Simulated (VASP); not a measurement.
Input of a VASP 6.6.1 run:

Contents of INCAR:

```
PREC = Accurate
ENCUT = 520
EDIFF = 1E-6
ISMEAR = 0
SIGMA = 0.03
LREAL = F
LASPH = T
NELM = 80
ALGO = Normal
ISIF = 2
LWAVE = F
LCHARG = T
GGA = CA
LELF = T
LVHAR = T
NBANDS = 26
```

The input KPOINTS:

```
regular mesh
0
Gamma
  12 12 6
```

Contents of POSCAR:

```
SiGe
1.0
    4.2183923813      0.0000000000      0.0000000000
   -2.1091961906      3.6532349653      0.0000000000
    0.0000000000      0.0000000000      5.8112573444
Si Ge
2 2
Direct
    0.6666666667      0.3333333333      0.8745031008
    0.3333333333      0.6666666667      0.3745031008
    0.6666666667      0.3333333333      0.5004958992
    0.3333333333      0.6666666667      0.0004958992
```

Potentials or basis: VASP PAW LDA potentials, release 64 (Si, Ge_d).

Run with:

```console
$ cat potpaw_LDA.64/Si/POTCAR potpaw_LDA.64/Ge_d/POTCAR > POTCAR
$ mpirun -np 1 vasp_std > vasp.out
```

(1) Estimate the pressure.

(2) What does it give for the largest force?

(3) What does it give for the band gap on the k mesh?

Results:

(1) -0.7 GPa.

(2) 2.594 eV/Å.

(3) zero (band 18 reaches 5.17 eV, above the bottom of band 19 at 4.24 eV).

Caveat: forces of over 1 eV/Å act on the atoms, so gaps and moduli don't describe the material at rest.
